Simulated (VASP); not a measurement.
# MgF2 (P4_2/mnm) in VASP: single point with PBEsol

Aim: the single point of MgF2 with PBEsol.

Everything below comes from runs of VASP 6.6.1. Logs are shortened: lines on timing, memory, paths and dates and some standing lists are left out, and cuts for length are marked.

## (1) The cell of the first run

Symmetry: P4_2/mnm, No. 136, tetragonal system. The conventional cell has a = 4.639 Å, b = 4.639 Å, c = 3.062 Å, α = 90.00°, β = 90.00°, γ = 90.00°. Mg (site symmetry mmm) has 6 F at 1.99 to 2.00 Å within 2.6 Å. Within 2.6 Å of F (site symmetry m2m) lie 3 Mg at 1.99 to 2.00 Å and 1 F at 2.58 Å.

## (2) Single point, PBEsol

The input, POSCAR:

```
MgF2
1.0
    4.6387877454      0.0000000000      0.0000000000
    0.0000000000      4.6387877454      0.0000000000
    0.0000000000      0.0000000000      3.0621929261
Mg F
2 4
Direct
    0.0000000000      0.0000000000      0.0000000000
    0.5000000000      0.5000000000      0.5000000000
    0.3033761543      0.3033761543      0.0000000000
    0.1966238457      0.8033761543      0.5000000000
    0.6966238457      0.6966238457      0.0000000000
    0.8033761543      0.1966238457      0.5000000000
```

The input, INCAR.step1:

```
ALGO = Normal ; EDIFF = 1E-6
ENCUT = 520 ; GGA = PS
GGA_COMPAT = False ; ISIF = 2
ISMEAR = 0 ; LASPH = True
LCHARG = True ; LORBIT = 11
LREAL = False ; LWAVE = False
NBANDS = 25 ; NEDOS = 2001
NELM = 120 ; PREC = Accurate
SIGMA = 0.02
```

The input, KPOINTS.step1:

```
k-points
0
Gamma
  6 6 8
```

The input, INCAR.step2:

```
ALGO = Normal ; EDIFF = 1E-6
ENCUT = 520 ; GGA = PS
GGA_COMPAT = False ; ICHARG = 11
ISIF = 2 ; ISMEAR = -5
LASPH = True ; LCHARG = False
LORBIT = 11 ; LREAL = False
LWAVE = False ; NEDOS = 2001
NELM = 120 ; PREC = Accurate
SIGMA = 0.02
```

The input, KPOINTS.step2:

```
k-points
0
Gamma
  9 9 12
```

Potentials or basis: VASP PAW PBE potentials, release 64 (Mg, F).

Command:

```console
$ cat potpaw_PBE.64/Mg/POTCAR potpaw_PBE.64/F/POTCAR > POTCAR
$ cp INCAR.step1 INCAR
$ cp KPOINTS.step1 KPOINTS
$ mpirun -np 1 vasp_std > vasp.out
$ cp INCAR.step2 INCAR
$ cp KPOINTS.step2 KPOINTS
$ mpirun -np 1 vasp_std > vasp.out
```

OUTCAR:

```text
EDIFF = 1E-6
   ENCUT = 520
   GGA = PS
   ICHARG = 11
   ISIF = 2
   ISMEAR = -5
   LASPH = True
   LORBIT = 11
   LREAL = False
   NELM = 120
   PREC = Accurate

 ion  position               nearest neighbor table
   1  0.000  0.000  0.000-   3 1.99   5 1.99   4 2.00   6 2.00   4 2.00   6 2.00   2 3.62   2 3.62
                             2 3.62   2 3.62   2 3.62   2 3.62   2 3.62   2 3.62
   2  0.500  0.500  0.500-   4 1.99   6 1.99   5 2.00   3 2.00   3 2.00   5 2.00   1 3.62   1 3.62
                             1 3.62   1 3.62   1 3.62   1 3.62   1 3.62   1 3.62
   3  0.303  0.303  0.000-   1 1.99   2 2.00   2 2.00
   4  0.197  0.803  0.500-   2 1.99   1 2.00   1 2.00
   5  0.697  0.697  0.000-   1 1.99   2 2.00   2 2.00
   6  0.803  0.197  0.500-   2 1.99   1 2.00   1 2.00

  LATTYP: Found a simple tetragonal cell.
 ALAT       =     4.6387877454
 C/A-ratio  =     0.6601278382

  Lattice vectors:

 A1 = (   4.6387877454,   0.0000000000,   0.0000000000)
 A2 = (   0.0000000000,   4.6387877454,   0.0000000000)
 A3 = (   0.0000000000,   0.0000000000,   3.0621929261)

Analysis of symmetry for initial positions (statically):
=====================================================================
 Subroutine PRICEL returns:
 Original cell was already a primitive cell.

 Routine SETGRP: Setting up the symmetry group for a
 simple tetragonal supercell.

 Subroutine GETGRP returns: Found 16 space group operations
 (whereof  8 operations were pure point group operations)
 out of a pool of 16 trial point group operations.

The static configuration has the point symmetry D_2h.
 The point group associated with its full space group is D_4h.

Analysis of symmetry for dynamics (positions and initial velocities):
=====================================================================
 Subroutine PRICEL returns:
 Original cell was already a primitive cell.

 Routine SETGRP: Setting up the symmetry group for a
 simple tetragonal supercell.

 Subroutine GETGRP returns: Found 16 space group operations
 (whereof  8 operations were pure point group operations)
 out of a pool of 16 trial point group operations.

The dynamic configuration has the point symmetry D_2h.
 The point group associated with its full space group is D_4h.

 Subroutine INISYM returns: Found 16 space group operations
 (whereof  8 operations are pure point group operations),
 and found     1 'primitive' translations

----------------------------------------------------------------------------------------

                                     Primitive cell

  volume of cell :      65.8933

  direct lattice vectors                    reciprocal lattice vectors
     4.638787745  0.000000000  0.000000000     0.215573563  0.000000000  0.000000000
     0.000000000  4.638787745  0.000000000     0.000000000  0.215573563  0.000000000
     0.000000000  0.000000000  3.062192926     0.000000000  0.000000000  0.326563356

  length of vectors
     4.638787745  4.638787745  3.062192926     0.215573563  0.215573563  0.326563356

  position of ions in fractional coordinates (direct lattice)
     0.000000000  0.000000000  0.000000000
     0.500000000  0.500000000  0.500000000
     0.303376154  0.303376154  0.000000000
     0.196623846  0.803376154  0.500000000
     0.696623846  0.696623846  0.000000000
     0.803376154  0.196623846  0.500000000

  ion indices of the primitive-cell ions
   primitive index   ion index
                 1           1
                 2           2
                 3           3
                 4           4
                 5           5
                 6           6

----------------------------------------------------------------------------------------

 KPOINTS: k-points

Automatic generation of k-mesh.
 Grid dimensions read from file:
 generate k-points for:    9    9   12

 Generating k-lattice:

  Cartesian coordinates                     Fractional coordinates (reciprocal lattice)
     0.023952618  0.000000000  0.000000000     0.111111111  0.000000000  0.000000000
     0.000000000  0.023952618  0.000000000     0.000000000  0.111111111  0.000000000
     0.000000000  0.000000000  0.027213613     0.000000000  0.000000000  0.083333333

  Length of vectors
     0.023952618  0.023952618  0.027213613

  Shift w.r.t. Gamma in fractional coordinates (k-lattice)
     0.000000000  0.000000000  0.000000000

 TETIRR: Found   1446 inequivalent tetrahedra from     5832

 Subroutine IBZKPT returns following result:
 ===========================================

 Found    105 irreducible k-points:

 Following reciprocal coordinates:
            Coordinates               Weight
  0.000000  0.000000  0.000000      1.000000
  0.111111  0.000000  0.000000      4.000000
  0.222222  0.000000  0.000000      4.000000
  0.333333  0.000000  0.000000      4.000000
  0.444444  0.000000  0.000000      4.000000
  0.111111  0.111111  0.000000      4.000000
[... 16 lines left out ...]
  0.333333  0.111111  0.083333     16.000000
  0.444444  0.111111  0.083333     16.000000
 [... further k-points ...]
   k-points           NKPTS =    105   k-points in BZ     NKDIM =    105   number of bands    NBANDS=     20
   number of dos      NEDOS =   2001   number of ions     NIONS =      6
   total plane-waves  NPLWV =  31104
   dimension x,y,z NGX =    36 NGY =   36 NGZ =   24
   dimension x,y,z NGXF=    72 NGYF=   72 NGZF=   48
   ions per type =               2   4
   NGX,Y,Z   is equivalent  to a cutoff of  12.90, 12.90, 13.03 a.u.
   NGXF,Y,Z  is equivalent  to a cutoff of  25.80, 25.80, 26.06 a.u.
 SYSTEM =  unknown system
   PREC   = accura    normal or accurate (medium, high low for compatibility)
   ISTART =      0    job   : 0-new  1-cont  2-samecut
   ICHARG =     11    charge: 1-file 2-atom 10-const
   ISPIN  =      1    spin polarized calculation?
   LNONCOLLINEAR =      F non collinear calculations
   LSORBIT =      F    spin-orbit coupling
   LASPH  =      T    aspherical Exc in radial PAW
   ENCUT  =  520.0 eV  38.22 Ry    6.18 a.u.   8.63  8.63  5.69*2*pi/ulx,y,z
   NELM   =    120;   NELMIN=  2; NELMDL=  0     # of ELM steps
   EDIFF  = 0.1E-05   stopping-criterion for ELM
   LREAL  =      F    real-space projection
   EDIFFG = 0.1E-04   stopping-criterion for IOM
   NSW    =      0    number of steps for IOM
   IBRION =     -1    ionic relax: 0-MD 1-quasi-New 2-CG
   NFREE  =      0    steps in history (QN), initial steepest desc. (CG)
   ISIF   =      2    stress and relaxation
   ISYM   =      2    0-nonsym 1-usesym 2-fastsym
   POTIM  = 0.5000    time-step for ionic-motion
   TEBEG  =    0.0;   TEEND  =   0.0 temperature during run
   PSTRESS=    0.0 pullay stress
   NELECT =      32.0000    total number of electrons
   NUPDOWN=      -1.0000    fix difference up-down
   EMIN   =  10.00;   EMAX   =-10.00  energy-range for DOS
   EFERMI =   0.00;   METHOD = LEGACY
   ISMEAR =    -5;   SIGMA  =   0.02  broadening in eV -4-tet -1-fermi 0-gaus
   EFERMI_NEDOS =   21; number of points for ismear=-14 and -15
   IALGO  =     38    algorithm
   IMIX   =      4    mixing-type and parameters
     AMIX     =   0.40;   BMIX     =  1.00
     AMIX_MAG =   1.60;   BMIX_MAG =  1.00
  volume/ion in A,a.u.               =      10.98        74.11
  Fermi-wavevector in a.u.,A,eV,Ry     =   1.286800  2.431699 22.529256  1.655854
  Thomas-Fermi vector in A             =   2.418852
   LORBIT       =     11    0 simple, 1 ext, 2 COOP (PROOUT), +10 PAW based schemes
   GGA     = PS    functional components
   LHFCALC =     F    Hartree Fock is set to
   AEXX    =    0.0000 exact exchange contribution
   IVDW    =     0    specifies the selected vdW correction
   LEPSILON=     F    determine dielectric tensor
   LRPA    =     F    only Hartree local field effects (RPA)
 non-spin polarized calculation
 Fermi weights with tetrahedron method with Bloechl corrections
  energy-cutoff  :      520.00
  volume of cell :       65.89
 maximum number of plane-waves:      1827
 NGX is ok and might be reduce to    36

 number of electron      32.0000032 magnetization

 Free energy of the ion-electron system (eV)
  ---------------------------------------------------
  ext. energy  EPLUGINS =         0.00000000
  ---------------------------------------------------
  free energy    TOTEN  =       -32.59989703 eV

  energy without entropy =      -32.59989703  energy(sigma->0) =      -32.59989703

 E-fermi :  -1.3573     XC(G=0):  -9.9437

 val. band max:       -1.3593889124   @ k =   0.0000   0.0000   0.0000
 cond. band min:       5.5024051643   @ k =   0.0000   0.0000   0.0000
 fundamental gap:      6.8617940767
 Fermi energy:        -1.3573442819

 k-point     1 :       0.0000    0.0000    0.0000
  band No.  band energies     occupation
      1     -21.9751      2.00000
      2     -21.1666      2.00000
      3     -21.1666      2.00000
      4     -21.0786      2.00000
      5      -5.4545      2.00000
      6      -3.8595      2.00000
[... 12 lines left out ...]
     19      10.6218      0.00000
     20      12.1098      0.00000

 k-point     2 :       0.1111    0.0000    0.0000
  band No.  band energies     occupation
      1     -21.9545      2.00000
      2     -21.2118      2.00000
      3     -21.1607      2.00000
      4     -21.0613      2.00000
      5      -5.4079      2.00000
      6      -3.8484      2.00000
[... 12 lines left out ...]
     19      10.7017      0.00000
     20      12.1692      0.00000
[... 465 lines left out ...]
      3     -21.1359      2.00000
      4     -21.0583      2.00000
      5      -5.0097      2.00000
      6      -4.2633      2.00000
[... 12 lines left out ...]
     19      11.1995      0.00000
     20      12.3158      0.00000

 k-point    24 :       0.4444    0.1111    0.0833
  band No.  band energies     occupation
      1     -21.6574      2.00000
      2     -21.5344      2.00000
      3     -21.1073      2.00000
      4     -21.0794      2.00000
      5      -4.7825      2.00000
      6      -4.5302      2.00000
[... 12 lines left out ...]
     19      11.6222      0.00000
     20      12.0310      0.00000

 [... further k-points ...]

------------------------ aborting loop because EDIFF is reached ----------------------------------------

  FORCE on cell =-STRESS in cart. coord.  units (eV):
  Direction    XX          YY          ZZ          XY          YZ          ZX
  --------------------------------------------------------------------------------------
  -------------------------------------------------------------------------------------
  Total       -0.3372293     -0.3372293     -0.3507256      0.0000000      0.0000000      0.0000000
  in kB       -8.1996323     -8.1996323     -8.5277910      0.0000000      0.0000000      0.0000000
  external PRESSURE =      -8.3090185 kB  Pullay stress =       0.0000000 kB

 VOLUME and BASIS-vectors are now :
 -----------------------------------------------------------------------------
  energy-cutoff  :      520.00
  volume of cell :       65.89
      direct lattice vectors                 reciprocal lattice vectors
     4.638787745  0.000000000  0.000000000     0.215573563  0.000000000  0.000000000
     0.000000000  4.638787745  0.000000000     0.000000000  0.215573563  0.000000000
     0.000000000  0.000000000  3.062192926     0.000000000  0.000000000  0.326563356

 POSITION                                       TOTAL-FORCE (eV/Angst)
 -----------------------------------------------------------------------------------
      0.00000      0.00000      0.00000         0.000000     -0.000000      0.000000
      2.31939      2.31939      1.53110         0.000000     -0.000000      0.000000
      1.40730      1.40730      0.00000         0.001380      0.001380      0.000000
      0.91210      3.72669      1.53110        -0.001380      0.001380      0.000000
      3.23149      3.23149      0.00000        -0.001380     -0.001380     -0.000000
      3.72669      0.91210      1.53110         0.001380     -0.001380     -0.000000
 -----------------------------------------------------------------------------------
    total drift:                                0.000000     -0.000000      0.000000

  FREE ENERGIE OF THE ION-ELECTRON SYSTEM (eV)
  ---------------------------------------------------
  free  energy   TOTEN  =       -32.5998970312 eV

  energy  without entropy=      -32.5998970312  energy(sigma->0) =      -32.59989703

 total charge

# of ion       s       p       d       tot
------------------------------------------
    1        0.125   0.157   0.076   0.359
    2        0.125   0.157   0.076   0.359
    3        1.728   4.414   0.000   6.143
    4        1.728   4.414   0.000   6.143
    5        1.728   4.414   0.000   6.143
    6        1.728   4.414   0.000   6.143
--------------------------------------------------
tot          7.163  17.973   0.153  25.288
```

Run time: 2.4 min. Hardware: 1 thread of Oxide Virtual Turin-like, shared host; peak memory 0.22 GiB.

What came out:

* Valence electrons inside the program's atomic spheres: Mg 0.36; F 6.14

Levels at points of the mesh, in eV from the valence-band top:
```csv
k point,band 12,band 13,band 14,band 15,band 16,band 17,band 18,band 19,band 20
"(0.00, 0.00, 0.00)",-1.23,-0.74,-0.32,-0.32,0.00,6.86,11.98,11.98,13.47
"(0.00, 0.00, 0.50)",-1.43,-1.15,-1.15,-0.86,-0.86,11.59,11.59,14.67,14.68
```

Caveat: the PAW data sets were made with another functional, which shifts forces and pressure a little.
